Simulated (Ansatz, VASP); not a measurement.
BP: VASP beside Ansatz

The input INCAR:

```
PREC = Accurate
ENCUT = 520
EDIFF = 1E-7
ISMEAR = 0
SIGMA = 0.05
LREAL = False
LASPH = True
NELM = 60
ALGO = Normal
ISIF = 2
LWAVE = False
LCHARG = True
GGA = PE
LELF = True
LVHAR = True
NBANDS = 11
```

The input KPOINTS:

```
regular mesh
0
Gamma
  10 10 10
```

POSCAR

```
BP
1.0
    0.0000000000      2.2690000000      2.1782400000
    2.2690000000      0.0000000000      2.1782400000
    2.2690000000      2.2690000000      0.0000000000
B P
1 1
Direct
    0.0000000000      0.0000000000      0.0000000000
    0.7500000000      0.7500000000      0.7500000000
```

Input for Ansatz:

```yaml
crystal:
  lattice:
    - [0.0, 2.269, 2.17824]
    - [2.269, 0.0, 2.17824]
    - [2.269, 2.269, 0.0]
  atoms:
    - { symbol: B, position: [0.0, 0.0, 0.0] }
    - { symbol: P, position: [0.75, 0.75, 0.75] }
basis:
  ecutwfc: 420
kpoints:
  mp_grid: { grid: [10, 10, 10] }
hamiltonian:
  xc: pbe
scf:
  occupations: { method: gaussian, width: 0.05 }
output:
  forces: true
  stress: true
  eigenvalues: true
  write_density: true
  write_potential: true
  elf: true
  volumetric_format: npy
```

Change from the starting cell: strain +0.000 along x and y, -0.040 along z, atoms carried along.

Alike in both runs: task single point; functional PBE; k mesh 10 × 10 × 10; occupations gaussian, width 0.05 eV; no spin polarisation.

|  | VASP | Ansatz |
| --- | --- | --- |
| version | VASP 6.6.1 | Ansatz 0.2.0 |
| potentials or method | VASP PAW PBE potentials, release 64 (B, P), cutoff 520 eV | scalar-relativistic, plane waves, PAW |
| valence electrons in the cell | 8 | 8 |

|  | VASP | Ansatz | Ansatz less VASP |
| --- | --- | --- | --- |
| gap on the k mesh at the Fermi level (eV) | 0.57 | 0.57 | +0.005 |
| least direct gap on the mesh (eV) | 3.06 | 3.06 | +0.005 |
| pressure (GPa) | 8.1 | 8.4 | +0.27 |
| traceless stress, the component that is largest in VASP (GPa) | 7.10 | 7.09 | -0.013 |
